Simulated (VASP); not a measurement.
PbSe:

```
Pb Se
1.0
     3.80938    0.00000    0.00000
     0.00000    3.80938    0.00000
     0.00000    0.00000    3.80938
Pb Se
1 1
Direct
  0.00000 0.00000 0.00000
  0.50000 0.50000 0.50000
```

This cell differs from its parent crystal: volume scaled by 1.02.

Base run:

```yaml
Program: VASP 6.6.1
Functional: PBEsol
Potentials_or_basis: VASP PAW PBE potentials, release 64 (Pb_d, Se)
Cutoff: 520 eV
k_mesh: 7 × 7 × 7
Occupations: fermi-dirac, width 0.05 eV
Spin: no spin polarisation
```

Its results: band gap on the k mesh zero (band 10 reaches 4.95 eV, above the bottom of band 11 at 4.81 eV); pressure -4.0 GPa.

Task: The run is repeated on the same cell with these changes: functional from PBEsol to LDA; potentials or basis from VASP PAW PBE potentials, release 64 (Pb_d, Se) to VASP PAW LDA potentials, release 64 (Pb_d, Se). What comes out?

Result: Band gap on the k mesh zero (band 10 reaches 4.95 eV, above the bottom of band 11 at 4.79 eV); pressure -5.5 GPa.

Caveats: spin-orbit coupling is left out, which moves the levels of the heavy elements; the PAW data sets were made with another functional, which shifts forces and pressure a little (some runs).
